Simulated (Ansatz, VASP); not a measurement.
**Two plane-wave programs on Si6C5**

```
CELL_PARAMETERS angstrom
3.09694 0.00000 0.00000
0.00000 3.09694 0.00000
0.00000 0.00000 25.94932
ATOMIC_POSITIONS crystal
Si 0.50000 0.50000 0.28854
Si 0.00000 0.00000 0.37351
Si 0.50000 0.50000 0.45780
Si 0.00000 0.00000 0.54220
Si 0.50000 0.50000 0.62649
Si 0.00000 0.00000 0.71146
C 0.50000 0.00000 0.33163
C 0.00000 0.50000 0.41564
C 0.50000 0.00000 0.50000
C 0.00000 0.50000 0.58436
C 0.50000 0.00000 0.66837
```

Alike in both runs: functional PBE; k mesh 9 × 9 × 1; occupations gaussian, width 0.05 eV; no spin polarisation.

Ansatz relaxed the structure, and its values are those at the end. VASP's run is a single point on that final structure, the one shown.

|  | VASP | Ansatz |
| --- | --- | --- |
| version | VASP 6.6.1 | Ansatz 0.2.0 |
| potentials or method | VASP PAW PBE potentials, release 64 (Si, C), cutoff 520 eV | scalar-relativistic, plane waves, PAW |
| valence electrons in the cell | 44 | 44 |

Ansatz gave:

```
gap on the k mesh at the Fermi level (eV) : 0.31
least direct gap on the mesh (eV)         : 0.80
```

Question: Estimate VASP's values.

Answer: gap on the k mesh at the Fermi level (eV): 0.30; least direct gap on the mesh (eV): 0.79.
